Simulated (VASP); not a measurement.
Runs of VASP 6.6.1 on BN. The structure is that of space group F-43m (No. 216), or close to it. The cells are those of the table. 

```csv
task,level,cell,cutoff (eV),k mesh for the DOS,occupations for the DOS,gap on the mesh (eV),pressure (GPa)
single point,r2SCAN,"a = 2.563 Å, angles 60.0°, 2 atoms",520,-,-,4.97,(b)
single point,PBE,"a = 2.563 Å, angles 60.0°, 2 atoms",520,-,-,4.45,0.2
single point,PBE,"a = 2.511 Å, angles 60.0°, 2 atoms",520,-,-,4.51,(c)
relaxation of cell and atoms,PBE,"relaxed from a = 2.563 Å, angles 60.0°, 2 atoms",600,-,-,4.45,0.0
single point,PBE,"a = 2.456 Å, angles 60.0°, 2 atoms",520,-,-,4.58,60.7
single point,PBE,"a = 2.537 Å, angles 60.0°, 2 atoms",520,-,-,4.48,12.3
single point,PBE,"a = 2.646 Å, angles 60.0°, 2 atoms",520,-,-,4.34,(a)
```

Alike in all rows: potentials or basis VASP PAW PBE potentials, release 64 (B, N); no spin polarisation; k mesh 12 × 12 × 12; smearing gaussian 0.02 eV.

Question: Fill in the values left out.

Answer: (a) -29.7; (b) -3.7; (c) 26.2.

Caveats: the PAW data sets were made with another functional, which shifts forces and pressure a little (some runs); the relaxation stopped at its first step, so nothing moved (some runs).

A k mesh can miss the band edges.
